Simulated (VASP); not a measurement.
# H3CCl in VASP: notebook

H3CCl is run at these levels: LDA; tasks: single point.

Everything below comes from runs of VASP 6.6.1. Logs are shortened: lines on timing, memory, paths and dates and some standing lists are left out, and cuts for length are marked.

### 1 The cell of the first run

The cell holds a disordered packing, 40 atoms: a = 8.717 Å, b = 8.717 Å, c = 8.717 Å, α = 90.00°, β = 90.00°, γ = 90.00°.

### 2 Single point, LDA

File INCAR:

```
  PREC = Accurate
  ENCUT = 520
  EDIFF = 1E-7
  ISMEAR = -1
  SIGMA = 0.02
  LREAL = Auto
  LASPH = True
  NELM = 80
  ALGO = Normal
  ISIF = 2
  LWAVE = False
  LCHARG = False
  NBANDS = 82
```

File KPOINTS:

```
Automatic mesh
0
Gamma
  1 1 1
```

File POSCAR:

```
H3CCl
1.0
    8.7171280000      0.0000000000      0.0000000000
    0.0000000000      8.7171280000      0.0000000000
    0.0000000000      0.0000000000      8.7171280000
C Cl H
8 8 24
Direct
    0.0022943336      0.5138733766      0.0607768981
    0.3136009934      0.8265336932      0.7641048749
    0.7178396371      1.0106998544      0.5174869521
    0.3891534001      0.3277226169      0.9246049846
    0.6480574795      0.4867658247      0.6817497690
    0.5362431296      0.5139651500      0.2142907618
    0.3129700516      0.1610507497      0.5686047056
    0.0732580731      0.9172057586      0.1561179324
    0.0848674013      0.4339502644      0.2324159976
    0.2716949895      0.6257336132      0.7359992878
    0.6349224194      1.0229515960      0.7022955267
    0.3504594633      0.1352394963      0.9967044192
    0.7077330974      0.6637736649      0.7786394785
    0.7042801253      0.4149761252      0.3087140627
    0.3443106491      0.0459669744      0.3977915662
    0.2474209396      0.8079840057      0.1472732762
   -0.1186285208      0.5111201763      0.0715029078
    0.0576221893      0.6216038126      0.0284038504
    0.0120337799      0.4313003090     -0.0359063214
    0.4356365996      0.8339443909      0.8068827256
    0.3339287894      0.8626579763      0.6389604466
    0.2325307142      0.8896966983      0.8381889081
    0.6252976898      1.0436694287      0.4369099547
    0.8045654486      1.1074977906      0.5233375029
    0.7560861788      0.8958340408      0.5025967268
    0.3272981652      0.4159168020      0.9971288709
    0.5111545913      0.3446547991      0.9226318576
    0.3492893531      0.3284682753      0.8118958446
    0.5328934025      0.4980998329      0.6200321941
    0.7351044977      0.4304284622      0.6094094293
    0.6302534504      0.3926637305      0.7665483402
    0.5854565862      0.5584981659      0.0976124246
    0.4531194219      0.4265280950      0.1991137448
    0.4990863963      0.6061400039      0.2931125940
    0.3302234406      0.0877812050      0.6657238485
    0.3948548192      0.2551528439      0.5530261802
    0.1921160272      0.1855198180      0.5821871607
   -0.0149705270      0.8778808800      0.0600541830
    0.0119075916      0.9231824977      0.2693432975
    0.1001247200      1.0417421885      0.1287121171
```

Potentials or basis: VASP PAW LDA potentials, release 64 (C, Cl, H).

Started as:

```console
$ cat potpaw_LDA.64/C/POTCAR potpaw_LDA.64/Cl/POTCAR potpaw_LDA.64/H/POTCAR > POTCAR
$ mpirun -np 1 vasp_gam > vasp.out
```

OUTCAR:

```text
PREC = Accurate
   ENCUT = 520
   EDIFF = 1E-7
   ISMEAR = -1
   LREAL = Auto
   LASPH = True
   NELM = 80
   ISIF = 2

 ion  position               nearest neighbor table
   1  0.002  0.514  0.061-  17 1.06  18 1.09  19 1.11   9 1.80
   2  0.314  0.827  0.764-  22 1.10  20 1.13  21 1.15  10 1.80
   3  0.718  0.011  0.517-  25 1.06  23 1.11  24 1.13  11 1.77
   4  0.389  0.328  0.925-  28 1.04  27 1.07  26 1.13  12 1.82
   5  0.648  0.487  0.682-  30 1.10  31 1.12  29 1.14  13 1.83
   6  0.536  0.514  0.214-  33 1.06  34 1.11  32 1.17  14 1.89
   7  0.313  0.161  0.569-  35 1.07  37 1.08  36 1.10  15 1.82
   8  0.073  0.917  0.156-  39 1.12  40 1.14  38 1.19  16 1.79
   9  0.085  0.434  0.232-   1 1.80
  10  0.272  0.626  0.736-   2 1.80
  11  0.635  0.023  0.702-   3 1.77
  12  0.350  0.135  0.997-   4 1.82
  13  0.708  0.664  0.779-   5 1.83
  14  0.704  0.415  0.309-   6 1.89
[... 24 lines left out ...]
  39  0.012  0.923  0.269-   8 1.12
  40  0.100  0.042  0.129-   8 1.14

  LATTYP: Found a simple cubic cell.
 ALAT       =     8.7171280000

  Lattice vectors:

 A1 = (   8.7171280000,   0.0000000000,   0.0000000000)
 A2 = (   0.0000000000,   8.7171280000,   0.0000000000)
 A3 = (   0.0000000000,   0.0000000000,   8.7171280000)

Analysis of symmetry for initial positions (statically):
=====================================================================
 Subroutine PRICEL returns:
 Original cell was already a primitive cell.

 Routine SETGRP: Setting up the symmetry group for a
 simple cubic supercell.

 Subroutine GETGRP returns: Found  1 space group operations
 (whereof  1 operations were pure point group operations)
 out of a pool of 48 trial point group operations.

The static configuration has the point symmetry C_1 .

Analysis of symmetry for dynamics (positions and initial velocities):
=====================================================================
 Subroutine PRICEL returns:
 Original cell was already a primitive cell.

 Routine SETGRP: Setting up the symmetry group for a
 simple cubic supercell.

 Subroutine GETGRP returns: Found  1 space group operations
 (whereof  1 operations were pure point group operations)
 out of a pool of 48 trial point group operations.

The dynamic configuration has the point symmetry C_1 .

 Subroutine INISYM returns: Found  1 space group operations
 (whereof  1 operations are pure point group operations),
 and found     1 'primitive' translations

----------------------------------------------------------------------------------------

                                     Primitive cell

  volume of cell :     662.3999

  direct lattice vectors                    reciprocal lattice vectors
     8.717128000  0.000000000  0.000000000     0.114716682  0.000000000  0.000000000
     0.000000000  8.717128000  0.000000000     0.000000000  0.114716682  0.000000000
     0.000000000  0.000000000  8.717128000     0.000000000  0.000000000  0.114716682

  length of vectors
     8.717128000  8.717128000  8.717128000     0.114716682  0.114716682  0.114716682

  position of ions in fractional coordinates (direct lattice)
     0.002294334  0.513873377  0.060776898
     0.313600993  0.826533693  0.764104875
     0.717839637  0.010699854  0.517486952
     0.389153400  0.327722617  0.924604985
     0.648057479  0.486765825  0.681749769
     0.536243130  0.513965150  0.214290762
[... 32 lines left out ...]
     0.011907592  0.923182498  0.269343298
     0.100124720  0.041742189  0.128712117

  ion indices of the primitive-cell ions
   primitive index   ion index
                 1           1
                 2           2
                 3           3
                 4           4
                 5           5
                 6           6
[... 32 lines left out ...]
                39          39
                40          40

----------------------------------------------------------------------------------------

 KPOINTS: Automatic mesh

Automatic generation of k-mesh.
 Grid dimensions read from file:
 generate k-points for:    1    1    1

[... 43 lines left out ...]
   TEBEG  =    0.0;   TEEND  =   0.0 temperature during run
   PSTRESS=    0.0 pullay stress
   NELECT =     112.0000    total number of electrons
   NUPDOWN=      -1.0000    fix difference up-down
   EMIN   =  10.00;   EMAX   =-10.00  energy-range for DOS
   EFERMI =   0.00;   METHOD = LEGACY
   ISMEAR =    -1;   SIGMA  =   0.02  broadening in eV -4-tet -1-fermi 0-gaus
   EFERMI_NEDOS =   21; number of points for ismear=-14 and -15
   IALGO  =     38    algorithm
   IMIX   =      4    mixing-type and parameters
     AMIX     =   0.40;   BMIX     =  1.00
     AMIX_MAG =   1.60;   BMIX_MAG =  1.00
  volume/ion in A,a.u.               =      16.56       111.75
  Fermi-wavevector in a.u.,A,eV,Ry     =   0.905262  1.710696 11.149954  0.819499
  Thomas-Fermi vector in A             =   2.028808
   LORBIT       =      0    0 simple, 1 ext, 2 COOP (PROOUT), +10 PAW based schemes
   GGA     = CA    functional components
   LHFCALC =     F    Hartree Fock is set to
   AEXX    =    0.0000 exact exchange contribution
   IVDW    =     0    specifies the selected vdW correction
   LEPSILON=     F    determine dielectric tensor
   LRPA    =     F    only Hartree local field effects (RPA)
 non-spin polarized calculation
  energy-cutoff  :      520.00
  volume of cell :      662.40
 maximum number of plane-waves:      8923
 NGX is ok and might be reduce to    70
   NGX = 33   NGY = 33   NGZ = 33

 number of electron     111.9999996 magnetization

 Free energy of the ion-electron system (eV)
  ---------------------------------------------------
  ext. energy  EPLUGINS =         0.00000000
  ---------------------------------------------------
  free energy    TOTEN  =      -187.86100131 eV

  energy without entropy =     -187.86100131  energy(sigma->0) =     -187.86100131

 E-fermi :  -2.6682     XC(G=0):  -6.6037

 val. band max:       -3.1665752206   @ k =   0.0000   0.0000   0.0000
 cond. band min:       1.7601171472   @ k =   0.0000   0.0000   0.0000
 fundamental gap:      4.9266923677
 Fermi energy:        -2.6682020809

 k-point     1 :       0.0000    0.0000    0.0000
  band No.  band energies     occupation
      1     -17.9890      2.00000
      2     -17.8591      2.00000
      3     -17.6265      2.00000
      4     -17.6002      2.00000
      5     -17.5481      2.00000
      6     -17.5084      2.00000
[... 60 lines left out ...]
     67       3.6759      0.00000
     68       3.8745      0.00000
 [bands above 68 left out]

------------------------ aborting loop because EDIFF is reached ----------------------------------------

  FORCE on cell =-STRESS in cart. coord.  units (eV):
  Direction    XX          YY          ZZ          XY          YZ          ZX
  --------------------------------------------------------------------------------------
  -------------------------------------------------------------------------------------
  Total       -4.3648473     -8.8347466     -6.8463991      0.4295352     -1.8211250     -0.5111394
  in kB      -10.5574581    -21.3690105    -16.5597023      1.0389368     -4.4048393     -1.2363166
  external PRESSURE =     -16.1620570 kB  Pullay stress =       0.0000000 kB

 VOLUME and BASIS-vectors are now :
 -----------------------------------------------------------------------------
  energy-cutoff  :      520.00
  volume of cell :      662.40
      direct lattice vectors                 reciprocal lattice vectors
     8.717128000  0.000000000  0.000000000     0.114716682  0.000000000  0.000000000
     0.000000000  8.717128000  0.000000000     0.000000000  0.114716682  0.000000000
     0.000000000  0.000000000  8.717128000     0.000000000  0.000000000  0.114716682

 POSITION                                       TOTAL-FORCE (eV/Angst)
 -----------------------------------------------------------------------------------
      0.02000      4.47950      0.52980         1.079519     -1.463474     -0.411937
      2.73370      7.20500      6.66080         1.887441     -0.469213     -1.721802
      6.25750      0.09327      4.51100        -0.321913      2.534384      0.517569
      3.39230      2.85680      8.05990        -0.829174     -0.502732      2.397594
      5.64920      4.24320      5.94290        -0.739124     -0.636875      0.510073
      4.67450      4.48030      1.86800         2.832836      0.756784     -0.439193
[... 32 lines left out ...]
      0.10380      8.04750      2.34790         0.699747     -0.674069     -0.406831
      0.87280      0.36387      1.12200         0.146220     -0.939249      0.113051
 -----------------------------------------------------------------------------------
    total drift:                                0.000462      0.004318      0.003791

  FREE ENERGIE OF THE ION-ELECTRON SYSTEM (eV)
  ---------------------------------------------------
  free  energy   TOTEN  =      -187.8610013110 eV

  energy  without entropy=     -187.8610013110  energy(sigma->0) =     -187.86100131
```

It took 2.6 min on 1 thread of Intel Xeon Platinum 8259CL at 2.50GHz (Skylake/Cascade Lake), shared host; peak memory 0.49 GiB.

Results:

```yaml
Free_energy: -187.8610 eV
Pressure: -1.6 GPa
Largest_force: 2.965 eV/Å
Band_gap_on_the_k_mesh: 4.93 eV
```

Forces in eV/Å, atoms in the order of the input:
```
C    1.080 -1.463 -0.412
C    1.887 -0.469 -1.722
C   -0.322  2.534  0.518
C   -0.829 -0.503  2.398
C   -0.739 -0.637  0.510
C    2.833  0.757 -0.439
C    0.203 -0.613 -1.362
C   -1.309  0.861 -1.422
Cl  -0.140  0.349 -0.845
Cl  -0.212  0.474  0.518
Cl  -0.131  0.073  0.465
Cl   0.277  0.885 -0.249
Cl  -0.487 -1.453 -0.920
Cl  -1.166  0.713 -0.825
Cl  -0.471  0.334  0.748
Cl  -1.006  0.474  0.176
H   -1.522  0.742  0.738
H   -0.050  0.215  0.234
H    0.747  0.041  0.237
H   -0.908 -0.171  0.279
H   -0.855  0.242  1.258
H   -0.024 -0.296 -0.373
H    0.280 -0.218 -0.042
H   -0.231 -1.181 -0.580
H    0.719 -0.962 -0.277
H    0.411 -0.748 -0.504
H    0.746  0.080  0.328
H   -0.819  0.160 -1.953
H    1.204  0.426  0.492
H    0.207  0.974 -0.328
H   -0.043  0.630  0.201
H   -0.815 -0.472  1.608
H   -0.999 -0.864 -0.136
H    0.079 -0.149 -0.264
H    0.968 -0.476  0.846
H   -0.290  0.262  0.509
H   -0.603  0.798 -0.639
H    1.483  0.266  1.524
H    0.700 -0.674 -0.407
H    0.146 -0.939  0.113
```

Stress tensor (GPa, compression positive):
```
-1.06  0.10 -0.12
 0.10 -2.14 -0.44
-0.12 -0.44 -1.66
```

Caveat: the k points lie up to 0.72 Å⁻¹ apart.

(Part 1 of 2 ends here.)
